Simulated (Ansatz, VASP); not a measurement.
## Two plane-wave programs on MnO2

```
Mn O
1.0
     1.47454    0.85133    4.73190
    -1.47454    0.85133    4.73190
     0.00000   -1.70266    4.73190
Mn O
1 2
Direct
  0.00000 0.00000 0.00000
  0.26436 0.26436 0.26436
  0.73564 0.73564 0.73564
```

Alike in both runs: task single point; functional PBE; k mesh 12 × 12 × 12; occupations gaussian, width 0.02 eV; no spin polarisation; Hubbard terms Mn d U = 3.9 eV.

|  | VASP | Ansatz |
| --- | --- | --- |
| version | VASP 6.6.1 | Ansatz 0.2.0 |
| potentials or method | VASP PAW PBE potentials, release 64 (Mn_pv, O), cutoff 520 eV | scalar-relativistic, plane waves, PAW |
| valence electrons in the cell | 25 | 27 |

```tsv
	VASP	Ansatz	Ansatz less VASP
gap on the k mesh at the Fermi level (eV)	none	none	-
pressure (GPa)	-13.4	-14.5	-1.16
traceless stress, the component that is largest in VASP (GPa)	5.06	4.86	-0.196
rms of the force components (eV/Å)	0.493	0.570	+0.0766
```

The programs project onto different local orbitals, so the same U acts differently, and such runs can settle in different states. Atom by atom the forces differ by 0.077 eV/Å (rms over components). A gap of «none» marks a metal or a gap that the smearing closes. VASP's potentials hold 25 valence electrons a cell and Ansatz's 27, so a difference there can come from the potentials and not from the codes. Ansatz's warnings: filled band counts differ across k points.
